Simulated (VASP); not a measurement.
# Cd4InO (F-43m) in VASP: further runs

Runs on Cd4InO. Level: PBE. Tasks: single point, relaxation of cell and atoms.

All numbers are computed with VASP 6.6.1; they aren't measurements. Logs are shortened: lines on timing, memory, paths and dates and some standing lists are left out, and cuts for length are marked.

## (1) The cell of the first run

It takes space group F-43m (No. 216, cubic). The conventional cell has a = 8.270 Å, b = 8.270 Å, c = 8.270 Å, α = 90.00°, β = 90.00°, γ = 90.00°. Cd (site symmetry 3m) has 1 O at 1.38 Å within 1.8 Å. In (site symmetry -43m) has 12 Cd at 3.52 Å and 6 O at 4.13 Å within 4.6 Å. Within 1.8 Å of O (site symmetry -43m) lie 4 Cd at 1.38 Å.

The cell was generated, and may not be a known phase.

## (2) Single point, PBE

The input, INCAR:

```
SYSTEM = Cd4InO
ALGO     = Normal         ! electronic algorithm
EDIFF    = 1E-6           ! SCF threshold, eV
ENCUT    = 520            ! plane-wave cutoff, eV
GGA      = PE             ! functional
ISIF     = 2              ! what is computed and relaxed
ISMEAR   = 0              ! smearing method
LASPH    = .True.         ! aspherical terms in the spheres
LCHARG   = .False.        ! write CHGCAR
LREAL    = .False.        ! projectors in reciprocal space
LWAVE    = .False.        ! write WAVECAR
NBANDS   = 42             ! bands
NELM     = 80             ! most SCF steps
PREC     = Accurate       ! precision mode
SIGMA    = 0.1            ! smearing width, eV
```

The input, KPOINTS:

```
k-points
0
Gamma
  4 4 4
  0 0 0
```

The input, POSCAR:

```
Cd4InO
1.0
    0.0000000000      4.1348660400      4.1348660400
    4.1348660400      0.0000000000      4.1348660400
    4.1348660400      4.1348660400      0.0000000000
Cd In O
4 1 1
Direct
    0.2101351000      0.5966216300      0.5966216300
    0.5966216300      0.5966216300      0.5966216300
    0.5966216300      0.2101351000      0.5966216300
    0.5966216300      0.5966216300      0.2101351000
    0.0000000000      0.0000000000      0.0000000000
    0.5000000000      0.5000000000      0.5000000000
```

Potentials or basis: VASP PAW PBE potentials, release 64 (Cd, In_d, O).

Command:

```sh
$ cat potpaw_PBE.64/Cd/POTCAR potpaw_PBE.64/In_d/POTCAR potpaw_PBE.64/O/POTCAR > POTCAR
$ mpirun -np 1 vasp_std > vasp.out
```

OUTCAR:

```text
SYSTEM = Cd4InO
   EDIFF = 1E-6
   ENCUT = 520
   GGA = PE
   ISIF = 2
   ISMEAR = 0
   LASPH = .True.
   LREAL = .False.
   NELM = 80
   PREC = Accurate

 ion  position               nearest neighbor table
   1  0.210  0.597  0.597-   6 1.38   3 2.26   4 2.26   2 2.26   5 3.52   5 3.52   5 3.52   3 3.59
                             4 3.59   2 3.59
   2  0.597  0.597  0.597-   6 1.38   3 2.26   4 2.26   1 2.26   5 3.52   5 3.52   5 3.52   3 3.59
                             4 3.59   1 3.59
   3  0.597  0.210  0.597-   6 1.38   2 2.26   4 2.26   1 2.26   5 3.52   5 3.52   5 3.52   4 3.59
                             2 3.59   1 3.59
   4  0.597  0.597  0.210-   6 1.38   2 2.26   3 2.26   1 2.26   5 3.52   5 3.52   5 3.52   2 3.59
                             3 3.59   1 3.59
   5  0.000  0.000  0.000-   3 3.52   4 3.52   1 3.52   4 3.52   1 3.52   3 3.52   2 3.52   2 3.52
                             2 3.52   1 3.52   3 3.52   4 3.52
   6  0.500  0.500  0.500-   2 1.38   1 1.38   3 1.38   4 1.38

 -----------------------------------------------------------------------------
|                                                                             |
|           W    W    AA    RRRRR   N    N  II  N    N   GGGG   !!!           |
|           W    W   A  A   R    R  NN   N  II  NN   N  G    G  !!!           |
|           W    W  A    A  R    R  N N  N  II  N N  N  G       !!!           |
|           W WW W  AAAAAA  RRRRR   N  N N  II  N  N N  G  GGG   !            |
|           WW  WW  A    A  R   R   N   NN  II  N   NN  G    G                |
|           W    W  A    A  R    R  N    N  II  N    N   GGGG   !!!           |
|                                                                             |
|     The distance between some ions is very small. Please check the          |
|     nearest-neighbor list in the OUTCAR file.                               |
|     I HOPE YOU KNOW WHAT YOU ARE DOING!                                     |
|                                                                             |
 -----------------------------------------------------------------------------

  LATTYP: Found a face centered cubic cell.
 ALAT       =     8.2697320800

  Lattice vectors:

 A1 = (   0.0000000000,   4.1348660400,   4.1348660400)
 A2 = (   4.1348660400,   0.0000000000,   4.1348660400)
 A3 = (   4.1348660400,   4.1348660400,   0.0000000000)

Analysis of symmetry for initial positions (statically):
=====================================================================
 Subroutine PRICEL returns:
 Original cell was already a primitive cell.

 Routine SETGRP: Setting up the symmetry group for a
 face centered cubic supercell.

 Subroutine GETGRP returns: Found 24 space group operations
 (whereof 24 operations were pure point group operations)
 out of a pool of 48 trial point group operations.

The static configuration has the point symmetry T_d .

Analysis of symmetry for dynamics (positions and initial velocities):
=====================================================================
 Subroutine PRICEL returns:
 Original cell was already a primitive cell.

 Routine SETGRP: Setting up the symmetry group for a
 face centered cubic supercell.

 Subroutine GETGRP returns: Found 24 space group operations
 (whereof 24 operations were pure point group operations)
 out of a pool of 48 trial point group operations.

The dynamic configuration has the point symmetry T_d .

 Subroutine INISYM returns: Found 24 space group operations
 (whereof 24 operations are pure point group operations),
 and found     1 'primitive' translations

----------------------------------------------------------------------------------------

                                     Primitive cell

  volume of cell :     141.3886

  direct lattice vectors                    reciprocal lattice vectors
     0.000000000  4.134866040  4.134866040    -0.120922902  0.120922902  0.120922902
     4.134866040  0.000000000  4.134866040     0.120922902 -0.120922902  0.120922902
     4.134866040  4.134866040  0.000000000     0.120922902  0.120922902 -0.120922902

  length of vectors
     5.847583632  5.847583632  5.847583632     0.209444610  0.209444610  0.209444610

  position of ions in fractional coordinates (direct lattice)
     0.210135100  0.596621630  0.596621630
     0.596621630  0.596621630  0.596621630
     0.596621630  0.210135100  0.596621630
     0.596621630  0.596621630  0.210135100
     0.000000000  0.000000000  0.000000000
     0.500000000  0.500000000  0.500000000

  ion indices of the primitive-cell ions
   primitive index   ion index
                 1           1
                 2           2
                 3           3
                 4           4
                 5           5
                 6           6

----------------------------------------------------------------------------------------

 KPOINTS: k-points

Automatic generation of k-mesh.
 Grid dimensions read from file:
 generate k-points for:    4    4    4

 Generating k-lattice:

  Cartesian coordinates                     Fractional coordinates (reciprocal lattice)
    -0.030230725  0.030230725  0.030230725     0.250000000  0.000000000  0.000000000
     0.030230725 -0.030230725  0.030230725     0.000000000  0.250000000  0.000000000
     0.030230725  0.030230725 -0.030230725     0.000000000  0.000000000  0.250000000

  Length of vectors
     0.052361152  0.052361152  0.052361152

  Shift w.r.t. Gamma in fractional coordinates (k-lattice)
     0.000000000  0.000000000  0.000000000

 Subroutine IBZKPT returns following result:
 ===========================================

 Found      8 irreducible k-points:

 Following reciprocal coordinates:
            Coordinates               Weight
  0.000000  0.000000  0.000000      1.000000
  0.250000  0.000000  0.000000      8.000000
  0.500000  0.000000  0.000000      4.000000
  0.250000  0.250000  0.000000      6.000000
  0.500000  0.250000  0.000000     24.000000
 -0.250000  0.250000  0.000000     12.000000
  0.500000  0.500000  0.000000      3.000000
 -0.250000  0.500000  0.250000      6.000000
   k-points           NKPTS =      8   k-points in BZ     NKDIM =      8   number of bands    NBANDS=     42
   number of dos      NEDOS =    301   number of ions     NIONS =      6
   total plane-waves  NPLWV = 110592
   dimension x,y,z NGX =    48 NGY =   48 NGZ =   48
   dimension x,y,z NGXF=    96 NGYF=   96 NGZF=   96
   ions per type =               4   1   1
   NGX,Y,Z   is equivalent  to a cutoff of  13.65, 13.65, 13.65 a.u.
   NGXF,Y,Z  is equivalent  to a cutoff of  27.29, 27.29, 27.29 a.u.
 SYSTEM =  Cd4InO
   PREC   = accura    normal or accurate (medium, high low for compatibility)
   ISTART =      0    job   : 0-new  1-cont  2-samecut
   ICHARG =      2    charge: 1-file 2-atom 10-const
   ISPIN  =      1    spin polarized calculation?
   LNONCOLLINEAR =      F non collinear calculations
   LSORBIT =      F    spin-orbit coupling
   LASPH  =      T    aspherical Exc in radial PAW
   ENCUT  =  520.0 eV  38.22 Ry    6.18 a.u.  10.87 10.87 10.87*2*pi/ulx,y,z
   NELM   =     80;   NELMIN=  2; NELMDL= -5     # of ELM steps
   EDIFF  = 0.1E-05   stopping-criterion for ELM
   LREAL  =      F    real-space projection
   EDIFFG = 0.1E-04   stopping-criterion for IOM
   NSW    =      0    number of steps for IOM
   IBRION =     -1    ionic relax: 0-MD 1-quasi-New 2-CG
   NFREE  =      0    steps in history (QN), initial steepest desc. (CG)
   ISIF   =      2    stress and relaxation
   ISYM   =      2    0-nonsym 1-usesym 2-fastsym
   POTIM  = 0.5000    time-step for ionic-motion
   TEBEG  =    0.0;   TEEND  =   0.0 temperature during run
   PSTRESS=    0.0 pullay stress
   NELECT =      67.0000    total number of electrons
   NUPDOWN=      -1.0000    fix difference up-down
   EMIN   =  10.00;   EMAX   =-10.00  energy-range for DOS
   EFERMI =   0.00;   METHOD = LEGACY
   ISMEAR =     0;   SIGMA  =   0.10  broadening in eV -4-tet -1-fermi 0-gaus
   EFERMI_NEDOS =   21; number of points for ismear=-14 and -15
   IALGO  =     38    algorithm
   IMIX   =      4    mixing-type and parameters
     AMIX     =   0.40;   BMIX     =  1.00
     AMIX_MAG =   1.60;   BMIX_MAG =  1.00
  volume/ion in A,a.u.               =      23.56       159.02
  Fermi-wavevector in a.u.,A,eV,Ry     =   1.276326  2.411907 22.164004  1.629008
  Thomas-Fermi vector in A             =   2.408988
   LORBIT       =      0    0 simple, 1 ext, 2 COOP (PROOUT), +10 PAW based schemes
   GGA     = PE    functional components
   LHFCALC =     F    Hartree Fock is set to
   AEXX    =    0.0000 exact exchange contribution
   IVDW    =     0    specifies the selected vdW correction
   LEPSILON=     F    determine dielectric tensor
   LRPA    =     F    only Hartree local field effects (RPA)
 non-spin polarized calculation
 Gauss-broadening in eV      SIGMA  =   0.10
  energy-cutoff  :      520.00
  volume of cell :      141.39
 maximum number of plane-waves:      3839
 NGX is ok and might be reduce to    48
   NGX = 21   NGY = 21   NGZ = 21

 number of electron      67.0000002 magnetization

 Free energy of the ion-electron system (eV)
  ---------------------------------------------------
  ext. energy  EPLUGINS =         0.00000000
  ---------------------------------------------------
  free energy    TOTEN  =        55.55984981 eV

  energy without entropy =       55.58331041  energy(sigma->0) =       55.57158011

 E-fermi :   3.6604     XC(G=0):  -9.6336

 val. band max:        3.5934814853   @ k =   0.5000   0.5000   0.0000
 cond. band min:       3.6714442582   @ k =   0.5000   0.2500   0.0000
 fundamental gap:      0.0779627729
 Fermi energy:         3.6604074238

 k-point     1 :       0.0000    0.0000    0.0000
  band No.  band energies     occupation
      1     -29.6216      2.00000
      2     -18.6343      2.00000
      3     -18.6343      2.00000
      4     -18.6343      2.00000
      5     -10.7782      2.00000
      6     -10.7782      2.00000
[... 34 lines left out ...]
     41       6.6936      0.00000
     42       6.6936      0.00000

 k-point     2 :       0.2500    0.0000    0.0000
  band No.  band energies     occupation
      1     -29.6197      2.00000
      2     -18.6333      2.00000
      3     -18.6297      2.00000
      4     -18.6297      2.00000
      5     -10.7599      2.00000
      6     -10.7599      2.00000
[... 34 lines left out ...]
     41       8.1551      0.00000
     42       8.1551      0.00000

 k-point     3 :       0.5000    0.0000    0.0000
  band No.  band energies     occupation
      1     -29.6177      2.00000
      2     -18.6325      2.00000
      3     -18.6252      2.00000
      4     -18.6252      2.00000
      5     -10.7408      2.00000
      6     -10.7408      2.00000
[... 34 lines left out ...]
     41       8.9498      0.00000
     42       8.9498      0.00000

 k-point     4 :       0.2500    0.2500    0.0000
  band No.  band energies     occupation
      1     -29.6191      2.00000
      2     -18.6370      2.00000
      3     -18.6264      2.00000
      4     -18.6264      2.00000
      5     -10.7682      2.00000
      6     -10.7480      2.00000
[... 34 lines left out ...]
     41       7.3885      0.00000
     42       8.3693      0.00000

 k-point     5 :       0.5000    0.2500    0.0000
  band No.  band energies     occupation
      1     -29.6171      2.00000
      2     -18.6360      2.00000
      3     -18.6220      2.00000
      4     -18.6219      2.00000
      5     -10.7560      2.00000
      6     -10.7335      2.00000
[... 34 lines left out ...]
     41       8.8906      0.00000
     42       9.0749      0.00000

 k-point     6 :      -0.2500    0.2500    0.0000
  band No.  band energies     occupation
      1     -29.6177      2.00000
      2     -18.6338      2.00000
      3     -18.6252      2.00000
      4     -18.6239      2.00000
      5     -10.7480      2.00000
      6     -10.7428      2.00000
[... 34 lines left out ...]
     41       8.2373      0.00000
     42       9.3417      0.00000

 k-point     7 :       0.5000    0.5000    0.0000
  band No.  band energies     occupation
      1     -29.6164      2.00000
      2     -18.6397      2.00000
      3     -18.6184      2.00000
      4     -18.6184      2.00000
      5     -10.7699      2.00000
      6     -10.7281      2.00000
[... 34 lines left out ...]
     41       8.2706      0.00000
     42       8.5806      0.00000

 k-point     8 :      -0.2500    0.5000    0.2500
  band No.  band energies     occupation
      1     -29.6165      2.00000
      2     -18.6359      2.00000
      3     -18.6223      2.00000
      4     -18.6185      2.00000
      5     -10.7555      2.00000
      6     -10.7316      2.00000
[... 34 lines left out ...]
     41       8.1798      0.00000
     42       9.4329      0.00000

------------------------ aborting loop because EDIFF is reached ----------------------------------------

  FORCE on cell =-STRESS in cart. coord.  units (eV):
  Direction    XX          YY          ZZ          XY          YZ          ZX
  --------------------------------------------------------------------------------------
  -------------------------------------------------------------------------------------
  Total      145.9435403    145.9435403    145.9435403      0.0000000      0.0000000     -0.0000000
  in kB     1653.7929342   1653.7929342   1653.7929342      0.0000000      0.0000000     -0.0000000
  external PRESSURE =    1653.7929342 kB  Pullay stress =       0.0000000 kB

 VOLUME and BASIS-vectors are now :
 -----------------------------------------------------------------------------
  energy-cutoff  :      520.00
  volume of cell :      141.39
      direct lattice vectors                 reciprocal lattice vectors
     0.000000000  4.134866040  4.134866040    -0.120922902  0.120922902  0.120922902
     4.134866040  0.000000000  4.134866040     0.120922902 -0.120922902  0.120922902
     4.134866040  4.134866040  0.000000000     0.120922902  0.120922902 -0.120922902

 POSITION                                       TOTAL-FORCE (eV/Angst)
 -----------------------------------------------------------------------------------
      4.93390      3.33583      3.33583        47.185125    -47.185125    -47.185125
      4.93390      4.93390      4.93390        47.185125     47.185125     47.185125
      3.33583      4.93390      3.33583       -47.185125     47.185125    -47.185125
      3.33583      3.33583      4.93390       -47.185125    -47.185125     47.185125
      0.00000      0.00000      0.00000         0.000000      0.000000      0.000000
      4.13487      4.13487      4.13487        -0.000000      0.000000     -0.000000
 -----------------------------------------------------------------------------------
    total drift:                                0.000033      0.000033      0.000033

  FREE ENERGIE OF THE ION-ELECTRON SYSTEM (eV)
  ---------------------------------------------------
  free  energy   TOTEN  =        55.5598498090 eV

  energy  without entropy=       55.5833104086  energy(sigma->0) =       55.57158011
```

Wall time 1.9 min (1 thread of Intel Xeon 8259CL, shared host); peak memory 0.33 GiB.

What came out:

```yaml
Free_energy: 55.5598 eV
Pressure: 165.4 GPa
Largest_force: 81.727 eV/Å
Band_gap_on_the_k_mesh: zero (an odd number of electrons rules out a gap without spin polarisation)
```

Forces in eV/Å, atoms in the order of the input:
```
Cd   47.185 -47.185 -47.185
Cd   47.185  47.185  47.185
Cd  -47.185  47.185 -47.185
Cd  -47.185 -47.185  47.185
In    0.000   0.000   0.000
O     0.000   0.000   0.000
```

Levels at points of the mesh, in eV from the Fermi level:
```tsv
k point	band 30	band 31	band 32	band 33	band 34	band 35	band 36	band 37
(0.00, 0.00, 0.00)	-4.99	-1.34	0.20	0.20	0.20	0.65	0.65	0.65
(0.50, 0.00, 0.00)	-3.97	-3.05	-1.10	-1.10	-0.44	0.74	0.74	2.26
(0.50, 0.50, 0.00)	-5.08	-3.23	-0.71	-0.71	-0.44	-0.07	2.81	3.55
```

Caveat: atoms lie so close that the PAW spheres overlap strongly, which falsifies energies and pressures; the cell stands under pressure; spin-orbit coupling is left out, which moves the levels of the heavy elements; an odd number of electrons without spin polarisation forces a metal; a magnetic or distorted state may lie lower.

## (3) Single point, PBE

This run uses another cell than the first one, of 31.13 Å³/atom.

The input, INCAR:

```
PREC     = Accurate       # precision mode
ENCUT    = 520            # plane-wave cutoff, eV
EDIFF    = 1E-6           # SCF threshold, eV
ISMEAR   = 0              # smearing method
SIGMA    = 0.1            # smearing width, eV
LREAL    = False          # projectors in reciprocal space
LASPH    = True           # aspherical terms in the spheres
NELM     = 80             # most SCF steps
ALGO     = Normal         # electronic algorithm
ISIF     = 2              # what is computed and relaxed
LWAVE    = False          # write WAVECAR
LCHARG   = True           # write CHGCAR
GGA      = PE             # functional
LELF     = True           # ELF
LVHAR    = True         
NBANDS   = 42             # bands
```

The input, KPOINTS:

```
Automatic mesh
0
Gamma
  4 4 4
```

The input, POSCAR:

```
Cd4InO
1.0
    0.0000000000      4.5371826637      4.5371826637
    4.5371826637      0.0000000000      4.5371826637
    4.5371826637      4.5371826637      0.0000000000
Cd In O
4 1 1
Direct
    0.0857599230      0.6380800257      0.6380800257
    0.6380800257      0.6380800257      0.6380800257
    0.6380800257      0.0857599230      0.6380800257
    0.6380800257      0.6380800257      0.0857599230
    0.0000000000      0.0000000000      0.0000000000
    0.5000000000      0.5000000000      0.5000000000
```

Potentials or basis: VASP PAW PBE potentials, release 64 (Cd, In_d, O).

Command:

```sh
$ cat potpaw_PBE.64/Cd/POTCAR potpaw_PBE.64/In_d/POTCAR potpaw_PBE.64/O/POTCAR > POTCAR
$ mpirun -np 1 vasp_std > vasp.out
```

It took 2.2 min on 1 thread of Intel Xeon 8259CL, shared host; peak memory 0.35 GiB.

The run converged. Its results:

* Free energy: -10.7756 eV
* Pressure: 0.4 GPa
* Largest force: 0.066 eV/Å
* Band gap on the k mesh: zero (an odd number of electrons rules out a gap without spin polarisation)

Forces in eV/Å, atoms in the order of the input:
```
Cd   0.038 -0.038 -0.038
Cd   0.038  0.038  0.038
Cd  -0.038  0.038 -0.038
Cd  -0.038 -0.038  0.038
In   0.000  0.000  0.000
O    0.000  0.000  0.000
```

Levels at points of the mesh, in eV from the Fermi level:
| k point | band 30 | band 31 | band 32 | band 33 | band 34 | band 35 | band 36 | band 37 | band 38 | band 39 |
| --- | --- | --- | --- | --- | --- | --- | --- | --- | --- | --- |
| (0.00, 0.00, 0.00) | -4.18 | -2.65 | -0.48 | -0.48 | -0.48 | 1.12 | 1.12 | 1.12 | 1.99 | 1.99 |
| (0.50, 0.00, 0.00) | -4.21 | -3.64 | -1.09 | -0.82 | -0.82 | 1.38 | 1.38 | 2.62 | 3.54 | 3.54 |
| (0.50, 0.50, 0.00) | -4.45 | -3.74 | -1.06 | -0.76 | -0.76 | 0.31 | 2.98 | 3.41 | 3.41 | 3.98 |

Caveat: spin-orbit coupling is left out, which moves the levels of the heavy elements; an odd number of electrons without spin polarisation forces a metal; a magnetic or distorted state may lie lower.

[end of part 1 of 2]

The gap in the log of VASP goes by the Fermi energy; the results here count the filled bands.